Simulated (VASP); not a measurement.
# W (Im-3m) in VASP: notebook

The runs below take W through single point, with r2SCAN.

Everything below comes from runs of VASP 6.6.1. Logs are shortened: lines on timing, memory, paths and dates and some standing lists are left out, and cuts for length are marked.

## Step 1: The cell of the first run

Symmetry: Im-3m, No. 229, cubic system. Conventional cell: a = 3.201 Å, b = 3.201 Å, c = 3.201 Å, α = 90.00°, β = 90.00°, γ = 90.00°. Within 3.7 Å of W (site symmetry m-3m) lie 14 W at 2.77 to 3.20 Å.

## Step 2: Single point, r2SCAN

POSCAR reads:

```
W
1.0
   -1.6007500000      1.6007500000      1.6007500000
    1.6007500000     -1.6007500000      1.6007500000
    1.6007500000      1.6007500000     -1.6007500000
W
1
Direct
    0.0000000000      0.0000000000      0.0000000000
```

INCAR.step1 reads:

```
SYSTEM = W
ALGO = Normal
EDIFF = 1E-4
ENCUT = 520
GGA = PE
ISMEAR = 0
LASPH = .TRUE.
LCHARG = .FALSE.
LREAL = .FALSE.
LWAVE = .TRUE.
NBANDS = 13
NELM = 60
PREC = Accurate
SIGMA = 0.1
```

INCAR.step2 reads:

```
SYSTEM = W
ALGO = Normal
EDIFF = 1E-6
ENCUT = 520
ISIF = 2
ISMEAR = 0
ISTART = 1
LASPH = .TRUE.
LCHARG = .FALSE.
LMIXTAU = .TRUE.
LREAL = .FALSE.
LWAVE = .FALSE.
METAGGA = R2SCAN
NBANDS = 13
NELM = 60
PREC = Accurate
SIGMA = 0.1
```

KPOINTS reads:

```
k-points
0
G
  8 8 8
  0 0 0
```

Potentials or basis: VASP PAW PBE potentials, release 64 (W_sv).

Run with:

```console
cat potpaw_PBE.64/W_sv/POTCAR > POTCAR
cp INCAR.step1 INCAR
mpirun -np 1 vasp_std > vasp.out
cp INCAR.step2 INCAR
mpirun -np 1 vasp_std > vasp.out
```

OUTCAR:

```text
SYSTEM = W
   EDIFF = 1E-6
   ENCUT = 520
   ISIF = 2
   ISMEAR = 0
   ISTART = 1
   LASPH = .TRUE.
   LREAL = .FALSE.
   METAGGA = R2SCAN
   NELM = 60
   PREC = Accurate

 ion  position               nearest neighbor table
   1  0.000  0.000  0.000-

  LATTYP: Found a body centered cubic cell.
 ALAT       =     3.2015000000

  Lattice vectors:

 A1 = (  -1.6007500000,   1.6007500000,   1.6007500000)
 A2 = (   1.6007500000,  -1.6007500000,   1.6007500000)
 A3 = (   1.6007500000,   1.6007500000,  -1.6007500000)

Analysis of symmetry for initial positions (statically):
=====================================================================
 Subroutine PRICEL returns:
 Original cell was already a primitive cell.

 Routine SETGRP: Setting up the symmetry group for a
 body centered cubic supercell.

 Subroutine GETGRP returns: Found 48 space group operations
 (whereof 48 operations were pure point group operations)
 out of a pool of 48 trial point group operations.

The static configuration has the point symmetry O_h .

Analysis of symmetry for dynamics (positions and initial velocities):
=====================================================================
 Subroutine PRICEL returns:
 Original cell was already a primitive cell.

 Routine SETGRP: Setting up the symmetry group for a
 body centered cubic supercell.

 Subroutine GETGRP returns: Found 48 space group operations
 (whereof 48 operations were pure point group operations)
 out of a pool of 48 trial point group operations.

The dynamic configuration has the point symmetry O_h .

 Subroutine INISYM returns: Found 48 space group operations
 (whereof 48 operations are pure point group operations),
 and found     1 'primitive' translations

----------------------------------------------------------------------------------------

                                     Primitive cell

  volume of cell :      16.4071

  direct lattice vectors                    reciprocal lattice vectors
    -1.600750000  1.600750000  1.600750000     0.000000000  0.312353584  0.312353584
     1.600750000 -1.600750000  1.600750000     0.312353584  0.000000000  0.312353584
     1.600750000  1.600750000 -1.600750000     0.312353584  0.312353584  0.000000000

  length of vectors
     2.772580330  2.772580330  2.772580330     0.441734675  0.441734675  0.441734675

  position of ions in fractional coordinates (direct lattice)
     0.000000000  0.000000000  0.000000000

  ion indices of the primitive-cell ions
   primitive index   ion index
                 1           1

----------------------------------------------------------------------------------------

 KPOINTS: k-points

Automatic generation of k-mesh.
 Grid dimensions read from file:
 generate k-points for:    8    8    8

 Generating k-lattice:

  Cartesian coordinates                     Fractional coordinates (reciprocal lattice)
     0.000000000  0.039044198  0.039044198     0.125000000  0.000000000  0.000000000
     0.039044198  0.000000000  0.039044198     0.000000000  0.125000000  0.000000000
     0.039044198  0.039044198  0.000000000     0.000000000  0.000000000  0.125000000

  Length of vectors
     0.055216834  0.055216834  0.055216834

  Shift w.r.t. Gamma in fractional coordinates (k-lattice)
     0.000000000  0.000000000  0.000000000

 Subroutine IBZKPT returns following result:
 ===========================================

 Found     29 irreducible k-points:

 Following reciprocal coordinates:
            Coordinates               Weight
  0.000000  0.000000  0.000000      1.000000
  0.125000  0.000000  0.000000     12.000000
  0.250000  0.000000  0.000000     12.000000
  0.375000  0.000000  0.000000     12.000000
  0.500000  0.000000  0.000000      6.000000
  0.125000  0.125000  0.000000     24.000000
[... 16 lines left out ...]
 -0.250000  0.250000  0.250000      6.000000
 -0.375000  0.375000  0.250000     24.000000
 [... further k-points ...]
   k-points           NKPTS =     29   k-points in BZ     NKDIM =     29   number of bands    NBANDS=     13
   number of dos      NEDOS =    301   number of ions     NIONS =      1
   total plane-waves  NPLWV =  13824
   dimension x,y,z NGX =    24 NGY =   24 NGZ =   24
   dimension x,y,z NGXF=    48 NGYF=   48 NGZF=   48
   ions per type =               1
   NGX,Y,Z   is equivalent  to a cutoff of  14.39, 14.39, 14.39 a.u.
   NGXF,Y,Z  is equivalent  to a cutoff of  28.78, 28.78, 28.78 a.u.
 SYSTEM =  W
   PREC   = accura    normal or accurate (medium, high low for compatibility)
   ISTART =      1    job   : 0-new  1-cont  2-samecut
   ICHARG =      0    charge: 1-file 2-atom 10-const
   ISPIN  =      1    spin polarized calculation?
   LNONCOLLINEAR =      F non collinear calculations
   LSORBIT =      F    spin-orbit coupling
   LASPH  =      T    aspherical Exc in radial PAW
   ENCUT  =  520.0 eV  38.22 Ry    6.18 a.u.   5.16  5.16  5.16*2*pi/ulx,y,z
   NELM   =     60;   NELMIN=  2; NELMDL=  0     # of ELM steps
   EDIFF  = 0.1E-05   stopping-criterion for ELM
   LREAL  =      F    real-space projection
   EDIFFG = 0.1E-04   stopping-criterion for IOM
   NSW    =      0    number of steps for IOM
   IBRION =     -1    ionic relax: 0-MD 1-quasi-New 2-CG
   NFREE  =      0    steps in history (QN), initial steepest desc. (CG)
   ISIF   =      2    stress and relaxation
   ISYM   =      2    0-nonsym 1-usesym 2-fastsym
   POTIM  = 0.5000    time-step for ionic-motion
   TEBEG  =    0.0;   TEEND  =   0.0 temperature during run
   PSTRESS=    0.0 pullay stress
   NELECT =      14.0000    total number of electrons
   NUPDOWN=      -1.0000    fix difference up-down
   EMIN   =  10.00;   EMAX   =-10.00  energy-range for DOS
   EFERMI =   0.00;   METHOD = LEGACY
   ISMEAR =     0;   SIGMA  =   0.10  broadening in eV -4-tet -1-fermi 0-gaus
   EFERMI_NEDOS =   21; number of points for ismear=-14 and -15
   IALGO  =     38    algorithm
   IMIX   =      4    mixing-type and parameters
     AMIX     =   0.40;   BMIX     =  1.00
     AMIX_MAG =   1.60;   BMIX_MAG =  1.00
  volume/ion in A,a.u.               =      16.41       110.72
  Fermi-wavevector in a.u.,A,eV,Ry     =   1.552771  2.934311 32.804965  2.411097
  Thomas-Fermi vector in A             =   2.657098
   LORBIT       =      0    0 simple, 1 ext, 2 COOP (PROOUT), +10 PAW based schemes
   METAGGA = R2SCAN    functional components
   LHFCALC =     F    Hartree Fock is set to
   AEXX    =    0.0000 exact exchange contribution
   IVDW    =     0    specifies the selected vdW correction
   LEPSILON=     F    determine dielectric tensor
   LRPA    =     F    only Hartree local field effects (RPA)
 non-spin polarized calculation
 Gauss-broadening in eV      SIGMA  =   0.10
  energy-cutoff  :      520.00
  volume of cell :       16.41
 maximum number of plane-waves:       466
 NGX is ok and might be reduce to    24
   NGX = 11   NGY = 11   NGZ = 11

 number of electron      14.0000002 magnetization

 Free energy of the ion-electron system (eV)
  ---------------------------------------------------
  ext. energy  EPLUGINS =         0.00000000
  ---------------------------------------------------
  free energy    TOTEN  =       -51.34712467 eV

  energy without entropy =      -51.34712461  energy(sigma->0) =      -51.34712464

 E-fermi :  10.6233     XC(G=0): -14.7339

 val. band max:       10.2930384968   @ k =   0.1250   0.0000   0.0000
 cond. band min:      10.9594045042   @ k =   0.5000   0.5000   0.2500
 fundamental gap:      0.6663660074
 Fermi energy:        10.6232763494

 k-point     1 :       0.0000    0.0000    0.0000
  band No.  band energies     occupation
      1     -65.3507      2.00000
      2     -28.2627      2.00000
      3     -28.2627      2.00000
      4     -28.2627      2.00000
      5       0.8656      2.00000
      6       9.5745      2.00000
      7       9.5745      2.00000
      8       9.5745      2.00000
      9      13.2973      0.00000
     10      13.2974      0.00000
     11      25.9759      0.00000
     12      25.9759      0.00000
     13      25.9759      0.00000

 k-point     2 :       0.1250    0.0000    0.0000
  band No.  band energies     occupation
      1     -65.3319      2.00000
      2     -28.4546      2.00000
      3     -28.3229      2.00000
      4     -28.2635      2.00000
      5       1.5987      2.00000
      6       9.1461      2.00000
      7       9.4258      2.00000
      8      10.2930      2.00000
      9      12.7468      0.00000
     10      13.3083      0.00000
     11      26.4952      0.00000
     12      27.2345      0.00000
     13      27.4746      0.00000

 k-point     3 :       0.2500    0.0000    0.0000
  band No.  band energies     occupation
      1     -65.2860      2.00000
      2     -28.8994      2.00000
      3     -28.4657      2.00000
      4     -28.2654      2.00000
      5       3.3277      2.00000
      6       8.2532      2.00000
      7       8.9302      2.00000
      8      12.3169      0.00000
      9      12.5997      0.00000
     10      13.4687      0.00000
     11      26.0852      0.00000
     12      27.6009      0.00000
     13      30.5537      0.00000
[... 305 lines left out ...]
 k-point    23 :      -0.2500    0.2500    0.2500
  band No.  band energies     occupation
      1     -65.2293      2.00000
      2     -28.9215      2.00000
      3     -28.6853      2.00000
      4     -28.6853      2.00000
      5       5.3801      2.00000
      6       8.1680      2.00000
      7      10.2339      2.00000
      8      10.2340      2.00000
      9      12.1623      0.00000
     10      14.4525      0.00000
     11      25.8468      0.00000
     12      30.4046      0.00000
     13      30.4046      0.00000

 k-point    24 :      -0.3750    0.3750    0.2500
  band No.  band energies     occupation
      1     -65.1891      2.00000
      2     -29.1793      2.00000
      3     -28.8358      2.00000
      4     -28.7209      2.00000
      5       6.2118      2.00000
      6       7.0638      2.00000
      7      10.2437      2.00000
      8      11.0803      0.00000
      9      14.4908      0.00000
     10      15.2488      0.00000
     11      24.6343      0.00000
     12      27.0755      0.00000
     13      28.4385      0.00000

 [... further k-points ...]

------------------------ aborting loop because EDIFF is reached ----------------------------------------

  FORCE on cell =-STRESS in cart. coord.  units (eV):
  Direction    XX          YY          ZZ          XY          YZ          ZX
  --------------------------------------------------------------------------------------
  -------------------------------------------------------------------------------------
  Total       -0.8285598     -0.8285598     -0.8285598     -0.0000000      0.0000000      0.0000000
  in kB      -80.9103227    -80.9103227    -80.9103227     -0.0000000      0.0000000      0.0000000
  external PRESSURE =     -80.9103227 kB  Pullay stress =       0.0000000 kB

 VOLUME and BASIS-vectors are now :
 -----------------------------------------------------------------------------
  energy-cutoff  :      520.00
  volume of cell :       16.41
      direct lattice vectors                 reciprocal lattice vectors
    -1.600750000  1.600750000  1.600750000     0.000000000  0.312353584  0.312353584
     1.600750000 -1.600750000  1.600750000     0.312353584  0.000000000  0.312353584
     1.600750000  1.600750000 -1.600750000     0.312353584  0.312353584  0.000000000

 POSITION                                       TOTAL-FORCE (eV/Angst)
 -----------------------------------------------------------------------------------
      0.00000      0.00000      0.00000        -0.000000      0.000000      0.000000
 -----------------------------------------------------------------------------------
    total drift:                                0.000000      0.000000     -0.000000

  FREE ENERGIE OF THE ION-ELECTRON SYSTEM (eV)
  ---------------------------------------------------
  free  energy   TOTEN  =       -51.3471246677 eV

  energy  without entropy=      -51.3471246121  energy(sigma->0) =      -51.34712464
```

Wall time 28 s (1 thread of Intel Xeon 8259CL, shared host); peak memory 0.15 GiB.

Results:

```
Free energy            : -51.3471 eV
Pressure               : -8.1 GPa
Band gap on the k mesh : zero (bands 7 and 8 overlap by 6.32 eV)
```

Levels at points of the mesh, in eV from the Fermi level:
```
           k point  band 4  band 5  band 6  band 7  band 8  band 9  band 10  band 11
(0.00, 0.00, 0.00)  -38.89   -9.76   -1.05   -1.05   -1.05    2.67     2.67    15.35
(0.50, 0.00, 0.00)  -38.89   -6.15   -3.41    0.59    2.49    3.50     6.21    11.28
(0.50, 0.50, 0.50)  -39.75   -5.55   -5.55    5.27    5.27    5.27     8.44     8.44
```

Caveat: the cell stands under tension; the PAW data sets were made with another functional, which shifts forces and pressure a little; spin-orbit coupling is left out, which moves the levels of the heavy elements.

(Part 1 of 2 ends here.)
